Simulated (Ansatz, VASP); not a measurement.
# Cu4Au3: VASP beside Ansatz

File INCAR:

```
SYSTEM = Cu4Au3
PREC = Accurate
ENCUT = 520
EDIFF = 1E-6
ISMEAR = 0
SIGMA = 0.1
LREAL = .False.
LASPH = .True.
NELM = 80
ALGO = Normal
ISIF = 2
LWAVE = .False.
LCHARG = .False.
LDIPOL = .True.
IDIPOL = 3
DIPOL = 0.5 0.5 0.500
GGA = PS
NBANDS = 48
```

File KPOINTS:

```
Automatic mesh
0
Gamma
  12 12 1
  0 0 0
```

The input POSCAR:

```
Cu4Au3
1.0
    2.8199208674      0.0000000000      0.0000000000
    0.0000000000      2.8199208674      0.0000000000
    0.0000000000      0.0000000000     25.7219928365
Cu Au
4 3
Direct
    0.5000000000      0.5000000000      0.2915792741
    0.5000000000      0.5000000000      0.4305264247
    0.5000000000      0.5000000000      0.5694735753
    0.5000000000      0.5000000000      0.7084207259
    0.0000000000      0.0000000000      0.3610528494
    0.0000000000      0.0000000000      0.5000000000
    0.0000000000      0.0000000000      0.6389471506
```

Input for Ansatz:

```yaml
crystal:
  lattice:
    - [2.8199208674, 0.0, 0.0]
    - [0.0, 2.8199208674, 0.0]
    - [0.0, 0.0, 25.7219928365]
  atoms:
    - { symbol: Cu, position: [0.5, 0.5, 0.2915792741] }
    - { symbol: Au, position: [0.0, 0.0, 0.3610528494] }
    - { symbol: Cu, position: [0.5, 0.5, 0.4305264247] }
    - { symbol: Au, position: [0.0, 0.0, 0.5] }
    - { symbol: Cu, position: [0.5, 0.5, 0.5694735753] }
    - { symbol: Au, position: [0.0, 0.0, 0.6389471506] }
    - { symbol: Cu, position: [0.5, 0.5, 0.7084207259] }
basis:
  ecutwfc: 420
kpoints:
  mp_grid: { grid: [12, 12, 1] }
hamiltonian:
  xc: pbesol
scf:
  occupations: { method: gaussian, width: 0.1 }
output:
  forces: true
  stress: true
  eigenvalues: true
efield:
  axis: 3
  dipole_correction: true
```

Alike in both runs: task single point; functional PBEsol; k mesh 12 × 12 × 1; occupations gaussian, width 0.1 eV; no spin polarisation.

```csv
,VASP,Ansatz
version,VASP 6.6.1,Ansatz 0.2.0
potentials or method,"VASP PAW PBE potentials, release 64 (Cu, Au), cutoff 520 eV","scalar-relativistic, plane waves, PAW"
valence electrons in the cell,77,133
```

Ansatz gave:

```
gap on the k mesh at the Fermi level (eV) : none
rms of the force components (eV/Å)        : 0.151
```

Q: Estimate VASP's values.

A: gap on the k mesh at the Fermi level (eV): none; rms of the force components (eV/Å): 0.149.

VASP's potentials were made for PBE, not for PBEsol. A gap of «none» marks a metal or a gap that the smearing closes. VASP's potentials hold 77 valence electrons a cell and Ansatz's 133, so a difference there can come from the potentials and not from the codes.

Spin-orbit coupling is off throughout.
